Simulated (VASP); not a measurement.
A run of VASP 6.6.1 is set up as follows.

File INCAR:

```
PREC = Accurate
ENCUT = 520
EDIFF = 1E-6
ISMEAR = 0
SIGMA = 0.15
LREAL = False
LASPH = True
NELM = 80
ALGO = Fast
ISIF = 2
LWAVE = False
LCHARG = False
GGA = PS
NBANDS = 61
```

File KPOINTS:

```
regular mesh
0
Gamma
  6 6 12
```

File POSCAR:

```
Si2W3
1.0
    6.5166132306      0.0000000000      0.0000000000
    0.0000000000      6.5166132306      0.0000000000
    0.0000000000      0.0000000000      3.2749106405
Si W
4 6
Direct
    0.1340783106      0.6340783106      0.0000000000
    0.8659216894      0.3659216894      0.0000000000
    0.6340783106      0.8659216894      0.0000000000
    0.3659216894      0.1340783106      0.0000000000
    0.5000000000      0.5000000000      0.0000000000
    0.0000000000      0.0000000000      0.0000000000
    0.6598576525      0.1598576525      0.5000000000
    0.3401423475      0.8401423475      0.5000000000
    0.1598576525      0.3401423475      0.5000000000
    0.8401423475      0.6598576525      0.5000000000
```

Potentials or basis: VASP PAW PBE potentials, release 64 (Si, W_sv).

Command:

```console
$ cat potpaw_PBE.64/Si/POTCAR potpaw_PBE.64/W_sv/POTCAR > POTCAR
$ mpirun -np 1 vasp_std > vasp.out
```

Problem. Predict the pressure.

Solution. 6.3 GPa.

Problem. What does it give for the largest force?

Solution. 0.144 eV/Å.

Problem. Predict the band gap on the k mesh.

Solution. Zero (band 50 reaches 13.31 eV, above the bottom of band 51 at 11.55 eV).

Stress tensor (GPa, compression positive):
```
6.79 0.00 0.00
0.00 6.79 0.00
0.00 0.00 5.35
```

Caveat: the cell differs from its parent crystal (strain -0.0100 x Voigt [1, 1, 0, 0, 0, 0]); the PAW data sets were made with another functional, which shifts forces and pressure a little; spin-orbit coupling is left out, which moves the levels of the heavy elements.
